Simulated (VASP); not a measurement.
Here is a VASP 6.6.1 calculation.

INCAR

```
SYSTEM = TiN
  PREC = Accurate
  ENCUT = 520
  EDIFF = 1E-8
  ISMEAR = -1
  SIGMA = 0.05
  LREAL = .False.
  LASPH = .True.
  NELM = 100
  ALGO = Normal
  ISIF = 2
  LWAVE = .False.
  LCHARG = .False.
  GGA = PE
  LEFG = .True.
  NBANDS = 16
```

Contents of KPOINTS:

```
Automatic mesh
0
Gamma
  13 13 13
  0 0 0
```

File POSCAR:

```
TiN
1.0
    0.0000000000      2.0790502180      2.0790502180
    2.0790502180      0.0000000000      2.0790502180
    2.0790502180      2.0790502180      0.0000000000
Ti N
1 1
Direct
    0.0000000000      0.0000000000      0.0000000000
    0.5000000000      0.5000000000      0.5000000000
```

Potentials or basis: VASP PAW PBE potentials, release 64 (Ti_sv, N).

Launch:

```bash
$ cat potpaw_PBE.64/Ti_sv/POTCAR potpaw_PBE.64/N/POTCAR > POTCAR
$ mpirun -np 1 vasp_std > vasp.out
```

(1) Estimate the pressure.

Answers

(1) 20.6 GPa.

Caveat: without QUAD_EFG the Cq values of the log hold for a quadrupole moment of 1 mb, not for the nuclei.
